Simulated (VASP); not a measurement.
Input of a VASP 6.6.1 run:

The input INCAR:

```
ALGO     = Normal         # electronic algorithm
EDIFF    = 1E-7           # SCF threshold, eV
ENCUT    = 520            # plane-wave cutoff, eV
GGA      = PS             # functional
ISIF     = 2              # what is computed and relaxed
ISMEAR   = -1             # smearing method
LASPH    = T              # aspherical terms in the spheres
LCHARG   = F              # write CHGCAR
LREAL    = F              # projectors in reciprocal space
LWAVE    = F              # write WAVECAR
NBANDS   = 19             # bands
NELM     = 80             # most SCF steps
PREC     = Accurate       # precision mode
SIGMA    = 0.05           # smearing width, eV
```

File KPOINTS:

```
k-points
0
Gamma
  15 15 8
```

The input POSCAR:

```
Ti
1.0
    2.2198367768      0.0000000000      0.0000000000
   -1.1099183884      1.9224350409      0.0000000000
    0.0000000000      0.0000000000      4.3123924273
Ti
2
Direct
    0.3333333333      0.6666666667      0.2500000000
    0.6666666667      0.3333333333      0.7500000000
```

Potentials or basis: VASP PAW PBE potentials, release 64 (Ti_sv).

The run is started by

```sh
$ cat potpaw_PBE.64/Ti_sv/POTCAR > POTCAR
$ mpirun -np 1 vasp_std > vasp.out
```

Problem. What does it give for the pressure?

Solution. 167.8 GPa.

Problem. Predict the band gap on the k mesh.

Solution. Zero (band 12 reaches 17.90 eV, above the bottom of band 13 at 16.21 eV).

Stress tensor (GPa, compression positive):
```
169.67   0.00   0.00
  0.00 169.67   0.00
  0.00   0.00 164.12
```

Caveat: the PAW data sets were made with another functional, which shifts forces and pressure a little.
